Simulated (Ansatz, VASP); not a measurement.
**One calculation of CsOs3, two programs**

```xyz
4
Lattice="4.3701 0.0000 0.0000 0.0000 4.3701 0.0000 0.0000 0.0000 4.3701" Properties=species:S:1:pos:R:3 pbc="T T T"
Cs    0.0000    0.0000    0.0000
Os    0.0000    2.1851    2.1851
Os    2.1851    0.0000    2.1851
Os    2.1851    2.1851    0.0000
```

Alike in both runs: task relaxation of cell and atoms; functional PBE; k mesh 4 × 4 × 4; occupations gaussian, width 0.1 eV; no spin polarisation.

|  | VASP | Ansatz |
| --- | --- | --- |
| version | VASP 6.6.1 | Ansatz 0.2.0 |
| potentials or method | VASP PAW PBE potentials, release 64 (Cs_sv, Os), cutoff 600 eV | scalar-relativistic, plane waves, PAW |
| valence electrons in the cell | 33 | 57 |

Ansatz gave:

```
gap on the k mesh at the Fermi level, each at its own relaxed structure (eV) : none
relaxed volume (Å³/atom)                                                     : 17.48
relaxed cell length with the largest relative difference (Å)                 : 4.120
```

Problem. What did VASP give for the same quantities?

Solution. gap on the k mesh at the Fermi level, each at its own relaxed structure (eV): none; relaxed volume (Å³/atom): 17.79; relaxed cell length with the largest relative difference (Å): 4.144.

A gap of «none» marks a metal or a gap that the smearing closes. VASP's potentials hold 33 valence electrons a cell and Ansatz's 57, so a difference there can come from the potentials and not from the codes.

Spin-orbit coupling is off throughout.
